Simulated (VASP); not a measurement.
Wanted: the native input for a VASP 6.6.1 run.

| Quantity | Value |
| --- | --- |
| Task | single point |
| Functional | LDA |
| Potentials or basis | VASP PAW LDA potentials, release 64 (Ni) |
| Cutoff | 520 eV |
| k mesh | 5 × 5 × 3 |
| Occupations | fermi-dirac, width 0.15 eV |
| Spin | collinear spin, ferromagnetic start |
| Starting moments | [1.0, 1.0] μB |
| Dipole correction | no |
| Further INCAR settings | ALGO = Normal; EDIFF = 1e-06; NBANDS = 21 |

The structure of Ni lies in POSCAR:

```
Ni
1.0
    2.4480200000      0.0000000000      0.0000000000
   -1.2240100000      2.1200500000      0.0000000000
    0.0000000000      0.0000000000      4.0728100000
Ni
2
Direct
    0.3333333333      0.6666666667      0.2500000000
    0.6666666667      0.3333333333      0.7500000000
```

The input as run:

INCAR

```
  PREC = Accurate
  ENCUT = 520
  EDIFF = 1E-6
  ISMEAR = -1
  SIGMA = 0.15
  LREAL = False
  LASPH = True
  NELM = 150
  ALGO = Normal
  ISIF = 2
  LWAVE = False
  LCHARG = False
  ISPIN = 2
  MAGMOM = 1 1
  LORBIT = 11
  LMAXMIX = 4
  GGA = CA
  NBANDS = 21
```

KPOINTS

```
regular mesh
0
Gamma
  5 5 3
```

Potentials or basis: VASP PAW LDA potentials, release 64 (Ni).

Run with:

```sh
$ cat potpaw_LDA.64/Ni/POTCAR > POTCAR
$ mpirun -np 1 vasp_std > vasp.out
```

It gave:

The pressure is -9.1 GPa. The net moment is 1.35 μB per cell and the site moments are Ni +0.67 μB. The valence electrons inside the program's atomic spheres are Ni 9.37.

Caveat: the k points lie up to 0.59 Å⁻¹ apart.

It took 22 s on 1 thread of Intel Xeon 6975P-C (shared host), peak memory 0.13 GiB.
